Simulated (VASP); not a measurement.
## RbYSi2: relaxation of cell and atoms with PBE

The system is RbYSi2.

```
Rb Y Si
1.0
     4.17736    0.00000    0.00000
     0.00000    4.17736    0.00000
     0.00000    0.00000    4.46224
Rb Y Si
1 1 2
Cartesian
  0.0000 0.0000 2.2311
  0.0000 0.0000 0.0000
  2.0887 2.0887 3.3311
  2.0887 2.0887 1.1311
```

```
Program                : VASP 6.6.1
Task                   : relaxation of cell and atoms
Functional             : PBE
Potentials or basis    : VASP PAW PBE potentials, release 64 (Rb_sv, Y_sv, Si)
Cutoff                 : 600 eV
k mesh                 : 4 × 4 × 4
Occupations            : gaussian, width 0.1 eV
Spin                   : no spin polarisation
Dipole correction      : no
Further INCAR settings : ALGO = Normal; EDIFF = 1e-06; IBRION = 2; EDIFFG = -0.04; NSW = 90; ISIF = 3
```

```
Relaxed volume                         : 28.42 Å³/atom
Relaxed cell                           : a = 3.870 Å, b = 3.870 Å, c = 7.589 Å, α = 90.00°, β = 90.00°, γ = 90.00°
Space group after relaxing (to 0.05 Å) : P4/mmm (No. 123)
Energy gained by relaxing              : 1833.7 meV/atom
Ionic steps                            : 18
Pressure after relaxing                : 0.0 GPa
Largest force after relaxing           : 0.019 eV/Å
Band gap on the k mesh                 : zero (band 14 reaches 3.82 eV, above the bottom of band 15 at 1.98 eV)
```

Forces in eV/Å, atoms in the order of the input:
```
Rb   0.000  0.000  0.000
Y    0.000  0.000  0.000
Si   0.000  0.000 -0.019
Si   0.000  0.000  0.019
```

Stress tensor (GPa, compression positive):
```
 0.10  0.00  0.00
 0.00  0.10  0.00
 0.00  0.00 -0.09
```

The path:
| step | energy change (eV) | largest force (eV/Å) | pressure (GPa) | volume (Å³) |
| --- | --- | --- | --- | --- |
| 1 | 0.0000 | 1.1235 | 32.79 | 77.87 |
| 2 | -5.0689 | 1.7263 | -5.56 | 122.04 |
| 3 | -4.9643 | 1.4155 | -1.43 | 100.87 |
| 4 | -5.0968 | 1.7720 | -4.60 | 115.66 |
| 5 | -5.8044 | 1.9499 | -0.87 | 104.22 |
| 6 | -6.0687 | 1.8376 | 4.26 | 95.00 |
| 7 | -6.5878 | 1.2999 | 3.90 | 97.55 |
| 8 | -6.9084 | 0.6823 | 4.37 | 100.24 |
| 9 | -6.4267 | 2.6367 | 10.01 | 105.23 |
| 10 | -6.9542 | 0.3489 | 5.08 | 101.05 |
| 11 | -7.3130 | 0.1350 | -1.38 | 118.62 |
| 12 | -7.3208 | 0.2660 | -0.87 | 116.47 |
| 13 | -7.3208 | 0.2848 | -0.79 | 116.15 |
| 14 | -7.3220 | 0.4869 | 0.21 | 114.33 |
| 15 | -7.3322 | 0.0756 | -0.32 | 115.19 |
| 16 | -7.3339 | 0.0595 | -0.01 | 114.12 |
| 17 | -7.3340 | 0.0551 | 0.08 | 113.82 |
| 18 | -7.3347 | 0.0185 | 0.03 | 113.68 |

Final structure:
```cif
data_structure
_symmetry_space_group_name_H-M 'P 1'
_symmetry_Int_Tables_number 1
_cell_length_a 3.8703
_cell_length_b 3.8703
_cell_length_c 7.5890
_cell_angle_alpha 90.000
_cell_angle_beta 90.000
_cell_angle_gamma 90.000
_cell_volume 113.68
loop_
_atom_site_label
_atom_site_type_symbol
_atom_site_fract_x
_atom_site_fract_y
_atom_site_fract_z
_atom_site_occupancy
Rb1 Rb 0.00000 0.00000 0.50000 1
Y1 Y 0.00000 0.00000 0.00000 1
Si1 Si 0.50000 0.50000 0.84547 1
Si2 Si 0.50000 0.50000 0.15453 1
```

Levels at points of the mesh, in eV from the Fermi level:
| k point | band 10 | band 11 | band 12 | band 13 | band 14 | band 15 | band 16 | band 17 | band 18 |
| --- | --- | --- | --- | --- | --- | --- | --- | --- | --- |
| (0.00, 0.00, 0.00) | -5.60 | -2.98 | -0.10 | 0.51 | 0.51 | 0.83 | 0.83 | 1.49 | 2.98 |
| (0.50, 0.00, 0.00) | -5.52 | -3.96 | -1.31 | -1.19 | -0.58 | 0.63 | 2.34 | 2.61 | 3.26 |
| (0.50, 0.50, 0.00) | -4.20 | -2.02 | -2.02 | -1.78 | -1.78 | -1.33 | 1.00 | 4.23 | 4.57 |
| (0.00, 0.00, 0.50) | -5.99 | -2.05 | -0.08 | 0.45 | 0.45 | 0.68 | 0.94 | 0.94 | 3.24 |
| (0.50, 0.00, 0.50) | -5.41 | -3.81 | -1.38 | -1.20 | -1.18 | 1.44 | 1.88 | 2.71 | 2.94 |
| (0.50, 0.50, 0.50) | -4.37 | -2.14 | -2.14 | -1.59 | -1.59 | -0.58 | 1.80 | 2.09 | 3.27 |

Run time: 6 min on 1 thread of Intel(R) Xeon(R) Platinum 8488C (Sapphire Rapids), on a shared host, peak memory 0.24 GiB.

Caveat: the k points lie up to 0.41 Å⁻¹ apart in the final cell; the volume moved by over 15 % at a fixed basis, so the end points are rough.
